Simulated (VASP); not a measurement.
# BaTiO3: single point with LDA+U

BaTiO3:

```
CELL_PARAMETERS angstrom
3.95201 0.00000 0.00000
0.00000 2.81306 2.82124
0.00000 -2.81306 2.82124
ATOMIC_POSITIONS crystal
Ba 0.00000 0.00000 0.00000
Ti 0.50000 0.51240 0.51240
O 0.00000 0.48740 0.48740
O 0.50000 0.50524 0.99184
O 0.50000 0.99184 0.50524
```

* Program: VASP 6.6.1
* Task: single point
* Functional: LDA
* Potentials or basis: VASP PAW LDA potentials, release 64 (Ba_sv, Ti_sv, O_h)
* Cutoff: 910 eV
* k mesh: 5 × 5 × 5
* Occupations: gaussian, width 0.01 eV
* Spin: no spin polarisation
* Hubbard terms: Ti d U = 2.0 eV

| Quantity | Value |
| --- | --- |
| Pressure | -0.8 GPa |
| Largest force | 0.221 eV/Å |
| Band gap on the k mesh | 2.17 eV (least direct gap 2.22 eV) |

Forces on the atoms (eV/Å):
```
Ba   0.000  0.000  0.172
Ti   0.000  0.000 -0.211
O    0.000  0.000  0.221
O    0.000 -0.183 -0.091
O    0.000  0.183 -0.091
```

Stress tensor (GPa, compression positive):
```
-0.70  0.00  0.00
 0.00 -0.51  0.00
 0.00  0.00 -1.25
```

Levels at points of the mesh, in eV from the valence-band top:
| k point | band 16 | band 17 | band 18 | band 19 | band 20 | band 21 | band 22 | band 23 | band 24 | band 25 |
| --- | --- | --- | --- | --- | --- | --- | --- | --- | --- | --- |
| (0.00, 0.00, 0.00) | -1.07 | -1.02 | -0.20 | -0.10 | -0.06 | 2.17 | 2.22 | 2.38 | 4.36 | 4.42 |

Eigenvalues of the final occupation matrices:
```
    site  spin  trace               eigenvalues
site 2 d     1   0.86  0.12 0.12 0.12 0.25 0.25
site 2 d     2   0.86  0.12 0.12 0.12 0.25 0.25
```

Wall time 99 s on 1 thread of Intel(R) Xeon(R) Platinum 8259CL CPU @ 2.50GHz (Skylake/Cascade Lake) (shared host), peak memory 0.27 GiB.

Caveat: the cutoff is under 1.25 times the usual one of these potentials, so pressure, stress and relaxed cells hold a basis-set (Pulay) error; spin-orbit coupling is left out, which moves the levels of the heavy elements; an odd mesh through Γ misses points on the zone boundary, where band edges can lie.
